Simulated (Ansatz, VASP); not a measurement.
# Two plane-wave programs on MnS

Contents of POSCAR:

```
MnS
1.0
    0.0000000000      2.6100487659      2.6100487659
    2.6100487659      0.0000000000      2.6100487659
    2.6100487659      2.6100487659      0.0000000000
Mn S
1 1
Direct
    0.0000000000      0.0000000000      0.0000000000
    0.5000000000      0.5000000000      0.5000000000
```

INCAR.step1

```
  ALGO = Normal
  EDIFF = 1E-4
  ENCUT = 520
  GGA = PE
  ISMEAR = 0
  LASPH = True
  LCHARG = False
  LREAL = False
  LWAVE = True
  NBANDS = 16
  NELM = 60
  PREC = Accurate
  SIGMA = 0.05
```

Contents of INCAR.step2:

```
  ALGO = Normal
  EDIFF = 1E-6
  ENCUT = 520
  ISIF = 2
  ISMEAR = 0
  ISTART = 1
  LASPH = True
  LCHARG = False
  LMIXTAU = True
  LREAL = False
  LWAVE = False
  METAGGA = R2SCAN
  NBANDS = 16
  NELM = 60
  PREC = Accurate
  SIGMA = 0.05
```

File KPOINTS:

```
k-points
0
Gamma
  12 12 12
```

Input for Ansatz:

```yaml
crystal:
  lattice:
    - [0.0, 2.6100487659, 2.6100487659]
    - [2.6100487659, 0.0, 2.6100487659]
    - [2.6100487659, 2.6100487659, 0.0]
  atoms:
    - { symbol: Mn, position: [0.0, 0.0, 0.0] }
    - { symbol: S, position: [0.5, 0.5, 0.5] }
basis:
  ecutwfc: 500
  ecutrho_ratio: 4
kpoints:
  mp_grid: { grid: [12, 12, 12] }
hamiltonian:
  xc: r2scan
scf:
  occupations: { method: gaussian, width: 0.05 }
output:
  forces: true
  stress: true
  eigenvalues: true
```

Alike in both runs: task single point; functional r2SCAN; k mesh 12 × 12 × 12; occupations gaussian, width 0.05 eV; no spin polarisation.

|  | VASP | Ansatz |
| --- | --- | --- |
| version | VASP 6.6.1 | Ansatz 0.2.0 |
| potentials or method | VASP PAW PBE potentials, release 64 (Mn_pv, S), cutoff 520 eV | scalar-relativistic, plane waves, PAW |
| valence electrons in the cell | 19 | 21 |

```tsv
	VASP	Ansatz	Ansatz less VASP
gap on the k mesh at the Fermi level (eV)	none	none	-
pressure (GPa)	-21.8	-21.8	-0.04
```

VASP's potentials were made for PBE, not for r2SCAN. A gap of «none» marks a metal or a gap that the smearing closes. VASP's potentials hold 19 valence electrons a cell and Ansatz's 21, so a difference there can come from the potentials and not from the codes.
